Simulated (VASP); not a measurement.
# GeP4 (Im-3m) in VASP: relaxation of cell and atoms with PBE

Aim: the relaxation of cell and atoms of GeP4 with PBE.

All numbers are computed with VASP 6.6.1; they aren't measurements. Logs are shortened: lines on timing, memory, paths and dates and some standing lists are left out, and cuts for length are marked.

### Step 1. The cell of the first run

The structure is cubic, space group Im-3m (No. 229). The conventional cell has a = 5.852 Å, b = 5.852 Å, c = 5.852 Å, α = 90.00°, β = 90.00°, γ = 90.00°. Ge (site symmetry m-3m) has 8 P at 2.53 Å within 3.3 Å. P (site symmetry -3m) has 2 Ge at 2.53 Å and 6 P at 2.93 Å within 3.3 Å.

The cell was built from a structure type or drawn by symmetry, and may not be a known phase.

### Step 2. Relaxation of cell and atoms, PBE

Contents of INCAR:

```
  ALGO = Normal
  EDIFF = 1E-7
  EDIFFG = -0.01
  ENCUT = 600
  GGA = PE
  IBRION = 2
  ISIF = 3
  ISMEAR = 0
  LASPH = T
  LCHARG = F
  LREAL = F
  LWAVE = F
  NELM = 60
  NSW = 100
  PREC = Accurate
  SIGMA = 0.1
```

Contents of KPOINTS:

```
k-points
0
Gamma
  10 10 10
```

Contents of POSCAR:

```
GeP4
1.0
   -2.9262117900      2.9262117900      2.9262117900
    2.9262117900     -2.9262117900      2.9262117900
    2.9262117900      2.9262117900     -2.9262117900
Ge P
1 4
Direct
    0.0000000000      0.0000000000      0.0000000000
    0.0000000000      0.0000000000      0.5000000000
    0.5000000000      0.0000000000      0.0000000000
    0.0000000000      0.5000000000      0.0000000000
    0.5000000000      0.5000000000      0.5000000000
```

Potentials or basis: VASP PAW PBE potentials, release 64 (Ge_d, P).

On the command line:

```bash
cat potpaw_PBE.64/Ge_d/POTCAR potpaw_PBE.64/P/POTCAR > POTCAR
mpirun -np 1 vasp_std > vasp.out
```

OUTCAR:

```text
EDIFF = 1E-7
   EDIFFG = -0.01
   ENCUT = 600
   GGA = PE
   IBRION = 2
   ISIF = 3
   ISMEAR = 0
   LASPH = T
   LREAL = F
   NELM = 60
   NSW = 100
   PREC = Accurate

 ion  position               nearest neighbor table
   1  0.000  0.000  0.000-   2 2.53   3 2.53   4 2.53   5 2.53   2 2.53   4 2.53   3 2.53   5 2.53

   2  0.000  0.000  0.500-   1 2.53   1 2.53   4 2.93   5 2.93   3 2.93   4 2.93   3 2.93   5 2.93

   3  0.500  0.000  0.000-   1 2.53   1 2.53   4 2.93   5 2.93   5 2.93   2 2.93   2 2.93   4 2.93

   4  0.000  0.500  0.000-   1 2.53   1 2.53   3 2.93   5 2.93   2 2.93   2 2.93   5 2.93   3 2.93

   5  0.500  0.500  0.500-   1 2.53   1 2.53   3 2.93   4 2.93   3 2.93   4 2.93   2 2.93   2 2.93

  LATTYP: Found a body centered cubic cell.
 ALAT       =     5.8524235800

  Lattice vectors:

 A1 = (  -2.9262117900,   2.9262117900,   2.9262117900)
 A2 = (   2.9262117900,  -2.9262117900,   2.9262117900)
 A3 = (   2.9262117900,   2.9262117900,  -2.9262117900)

Analysis of symmetry for initial positions (statically):
=====================================================================
 Subroutine PRICEL returns:
 Original cell was already a primitive cell.

 Routine SETGRP: Setting up the symmetry group for a
 body centered cubic supercell.

 Subroutine GETGRP returns: Found 48 space group operations
 (whereof 48 operations were pure point group operations)
 out of a pool of 48 trial point group operations.

The static configuration has the point symmetry O_h .

Analysis of symmetry for dynamics (positions and initial velocities):
=====================================================================
 Subroutine PRICEL returns:
 Original cell was already a primitive cell.

 Routine SETGRP: Setting up the symmetry group for a
 body centered cubic supercell.

 Subroutine GETGRP returns: Found 48 space group operations
 (whereof 48 operations were pure point group operations)
 out of a pool of 48 trial point group operations.

The dynamic configuration has the point symmetry O_h .

 Subroutine INISYM returns: Found 48 space group operations
 (whereof 48 operations are pure point group operations),
 and found     1 'primitive' translations

----------------------------------------------------------------------------------------

                                     Primitive cell

  volume of cell :     100.2253

  direct lattice vectors                    reciprocal lattice vectors
    -2.926211790  2.926211790  2.926211790     0.000000000  0.170869382  0.170869382
     2.926211790 -2.926211790  2.926211790     0.170869382  0.000000000  0.170869382
     2.926211790  2.926211790 -2.926211790     0.170869382  0.170869382  0.000000000

  length of vectors
     5.068347494  5.068347494  5.068347494     0.241645797  0.241645797  0.241645797

  position of ions in fractional coordinates (direct lattice)
     0.000000000  0.000000000  0.000000000
     0.000000000  0.000000000  0.500000000
     0.500000000  0.000000000  0.000000000
     0.000000000  0.500000000  0.000000000
     0.500000000  0.500000000  0.500000000

  ion indices of the primitive-cell ions
   primitive index   ion index
                 1           1
                 2           2
                 3           3
                 4           4
                 5           5

----------------------------------------------------------------------------------------

 KPOINTS: k-points

Automatic generation of k-mesh.
 Grid dimensions read from file:
 generate k-points for:   10   10   10

 Generating k-lattice:

  Cartesian coordinates                     Fractional coordinates (reciprocal lattice)
     0.000000000  0.017086938  0.017086938     0.100000000  0.000000000  0.000000000
     0.017086938  0.000000000  0.017086938     0.000000000  0.100000000  0.000000000
     0.017086938  0.017086938  0.000000000     0.000000000  0.000000000  0.100000000

  Length of vectors
     0.024164580  0.024164580  0.024164580

  Shift w.r.t. Gamma in fractional coordinates (k-lattice)
     0.000000000  0.000000000  0.000000000

 Subroutine IBZKPT returns following result:
 ===========================================

 Found     47 irreducible k-points:

 Following reciprocal coordinates:
            Coordinates               Weight
  0.000000  0.000000  0.000000      1.000000
  0.100000  0.000000  0.000000     12.000000
  0.200000  0.000000  0.000000     12.000000
  0.300000  0.000000  0.000000     12.000000
  0.400000  0.000000  0.000000     12.000000
  0.500000  0.000000  0.000000      6.000000
[... 16 lines left out ...]
  0.300000  0.300000  0.100000      8.000000
 -0.300000  0.300000  0.100000     24.000000
 [... further k-points ...]
   k-points           NKPTS =     47   k-points in BZ     NKDIM =     47   number of bands    NBANDS=     21
   number of dos      NEDOS =    301   number of ions     NIONS =      5
   total plane-waves  NPLWV =  64000
   dimension x,y,z NGX =    40 NGY =   40 NGZ =   40
   dimension x,y,z NGXF=    80 NGYF=   80 NGZF=   80
   ions per type =               1   4
   NGX,Y,Z   is equivalent  to a cutoff of  13.12, 13.12, 13.12 a.u.
   NGXF,Y,Z  is equivalent  to a cutoff of  26.24, 26.24, 26.24 a.u.
 SYSTEM =  unknown system
   PREC   = accura    normal or accurate (medium, high low for compatibility)
   ISTART =      0    job   : 0-new  1-cont  2-samecut
   ICHARG =      2    charge: 1-file 2-atom 10-const
   ISPIN  =      1    spin polarized calculation?
   LNONCOLLINEAR =      F non collinear calculations
   LSORBIT =      F    spin-orbit coupling
   LASPH  =      T    aspherical Exc in radial PAW
   ENCUT  =  600.0 eV  44.10 Ry    6.64 a.u.  10.12 10.12 10.12*2*pi/ulx,y,z
   NELM   =     60;   NELMIN=  2; NELMDL= -5     # of ELM steps
   EDIFF  = 0.1E-06   stopping-criterion for ELM
   LREAL  =      F    real-space projection
   EDIFFG = -.1E-01   stopping-criterion for IOM
   NSW    =    100    number of steps for IOM
   IBRION =      2    ionic relax: 0-MD 1-quasi-New 2-CG
   NFREE  =      1    steps in history (QN), initial steepest desc. (CG)
   ISIF   =      3    stress and relaxation
   ISYM   =      2    0-nonsym 1-usesym 2-fastsym
   POTIM  = 0.5000    time-step for ionic-motion
   TEBEG  =    0.0;   TEEND  =   0.0 temperature during run
   PSTRESS=    0.0 pullay stress
   NELECT =      34.0000    total number of electrons
   NUPDOWN=      -1.0000    fix difference up-down
   EMIN   =  10.00;   EMAX   =-10.00  energy-range for DOS
   EFERMI =   0.00;   METHOD = LEGACY
   ISMEAR =     0;   SIGMA  =   0.10  broadening in eV -4-tet -1-fermi 0-gaus
   EFERMI_NEDOS =   21; number of points for ismear=-14 and -15
   IALGO  =     38    algorithm
   IMIX   =      4    mixing-type and parameters
     AMIX     =   0.40;   BMIX     =  1.00
     AMIX_MAG =   1.60;   BMIX_MAG =  1.00
  volume/ion in A,a.u.               =      20.05       135.27
  Fermi-wavevector in a.u.,A,eV,Ry     =   1.141761  2.157616 17.736817  1.303619
  Thomas-Fermi vector in A             =   2.278461
   LORBIT       =      0    0 simple, 1 ext, 2 COOP (PROOUT), +10 PAW based schemes
   GGA     = PE    functional components
   LHFCALC =     F    Hartree Fock is set to
   AEXX    =    0.0000 exact exchange contribution
   IVDW    =     0    specifies the selected vdW correction
   LEPSILON=     F    determine dielectric tensor
   LRPA    =     F    only Hartree local field effects (RPA)
 conjugate gradient relaxation of ions
 non-spin polarized calculation
 Gauss-broadening in eV      SIGMA  =   0.10
  energy-cutoff  :      600.00
  volume of cell :      100.23
 maximum number of plane-waves:      3367
   NGX = 21   NGY = 21   NGZ = 21

--------------------------------------- Ionic step        1  -------------------------------------------

 number of electron      34.0000016 magnetization

 Free energy of the ion-electron system (eV)
  ---------------------------------------------------
  ext. energy  EPLUGINS =         0.00000000
  ---------------------------------------------------
  free energy    TOTEN  =       -21.92004388 eV

  energy without entropy =      -21.90129370  energy(sigma->0) =      -21.91066879

 E-fermi :   5.6157     XC(G=0):  -9.9848

 val. band max:        5.6064147132   @ k =  -0.3000   0.4000   0.2000
 cond. band min:       5.6159388086   @ k =   0.2000   0.1000   0.1000
 fundamental gap:      0.0095240954
 Fermi energy:         5.6157354333

 k-point     1 :       0.0000    0.0000    0.0000
  band No.  band energies     occupation
      1     -19.3048      2.00000
      2     -19.3048      2.00000
      3     -19.3048      2.00000
      4     -19.2716      2.00000
      5     -19.2716      2.00000
      6      -8.4811      2.00000
[... 13 lines left out ...]
     20       8.1992      0.00000
     21       8.1992      0.00000
[... 613 lines left out ...]
 POSITION                                       TOTAL-FORCE (eV/Angst)
 -----------------------------------------------------------------------------------
      0.00000      0.00000      0.00000        -0.000000     -0.000000      0.000000
      1.43114      1.43114     -1.43114         0.000000      0.000000     -0.000000
      4.29343      1.43114      1.43114        -0.000000      0.000000      0.000000
      4.29343      1.43114     -1.43114        -0.000000     -0.000000     -0.000000
      1.43114      1.43114      1.43114         0.000000     -0.000000     -0.000000
 -----------------------------------------------------------------------------------
    total drift:                                0.000000      0.000000      0.000000

  FREE ENERGIE OF THE ION-ELECTRON SYSTEM (eV)
  ---------------------------------------------------
  free  energy   TOTEN  =       -21.9859002793 eV

  energy  without entropy=      -21.9686362926  energy(sigma->0) =      -21.97726829

--------------------------------------- Ionic step        3  -------------------------------------------

 number of electron      33.9999997 magnetization

 Free energy of the ion-electron system (eV)
  ---------------------------------------------------
  ext. energy  EPLUGINS =         0.00000000
  ---------------------------------------------------
  free energy    TOTEN  =       -21.98722598 eV

  energy without entropy =      -21.96951860  energy(sigma->0) =      -21.97837229

 E-fermi :   6.2825     XC(G=0): -10.2399

 val. band max:        6.2727588922   @ k =   0.2000   0.2000   0.1000
 cond. band min:       6.2875371013   @ k =  -0.3000   0.4000   0.2000
 fundamental gap:      0.0147782091
 Fermi energy:         6.2825103086

 k-point     1 :       0.0000    0.0000    0.0000
  band No.  band energies     occupation
      1     -18.7115      2.00000
      2     -18.7115      2.00000
      3     -18.7115      2.00000
      4     -18.6708      2.00000
      5     -18.6708      2.00000
      6      -8.3246      2.00000
[... 13 lines left out ...]
     20       8.5901      0.00000
     21       8.5901      0.00000
[... 574 lines left out ...]
 POSITION                                       TOTAL-FORCE (eV/Angst)
 -----------------------------------------------------------------------------------
      0.00000      0.00000      0.00000        -0.000000      0.000000     -0.000000
      1.43492      1.43492     -1.43492        -0.000000     -0.000000      0.000000
     -1.43492      1.43492      1.43492        -0.000000      0.000000     -0.000000
      1.43492     -1.43492      1.43492         0.000000      0.000000      0.000000
      1.43492      1.43492      1.43492         0.000000     -0.000000     -0.000000
 -----------------------------------------------------------------------------------
    total drift:                                0.000000     -0.000000      0.000000

  FREE ENERGIE OF THE ION-ELECTRON SYSTEM (eV)
  ---------------------------------------------------
  free  energy   TOTEN  =       -21.9872259799 eV

  energy  without entropy=      -21.9695186020  energy(sigma->0) =      -21.97837229

 reached required accuracy - stopping structural energy minimisation
```

Run time: 2.8 min. Hardware: 1 thread of AMD EPYC 9R45 (Zen 5), shared host; peak memory 0.28 GiB.

What came out:

```
Free energy                           : -21.9872 eV
Relaxed volume                        : 18.91 Å³/atom
Relaxed cell                          : a = 4.971 Å, b = 4.971 Å, c = 4.971 Å, α = 109.47°, β = 109.47°, γ = 109.47°
Space group after relaxing (to 0.1 Å) : Im-3m (No. 229)
Energy gained by relaxing             : 13.4 meV/atom
Ionic steps                           : 3
Pressure after relaxing               : 0.0 GPa
Band gap on the k mesh                : zero (bands 17 and 18 overlap by 2.61 eV)
```

The path:
```
step  energy change (eV)  largest force (eV/Å)  pressure (GPa)  volume (Å³)
   1              0.0000                0.0000           -3.62       100.23
   2             -0.0659                0.0000            0.57        93.80
   3             -0.0672                0.0000            0.03        94.54
```

Final structure:
```yaml
crystal:
  lattice:
    - [-2.86985, 2.86985, 2.86985]
    - [2.86985, -2.86985, 2.86985]
    - [2.86985, 2.86985, -2.86985]
  atoms:
    - { symbol: Ge, position: [0.00000, 0.00000, 0.00000] }
    - { symbol: P, position: [0.00000, 0.00000, 0.50000] }
    - { symbol: P, position: [0.50000, 0.00000, 0.00000] }
    - { symbol: P, position: [0.00000, 0.50000, 0.00000] }
    - { symbol: P, position: [0.50000, 0.50000, 0.50000] }
```
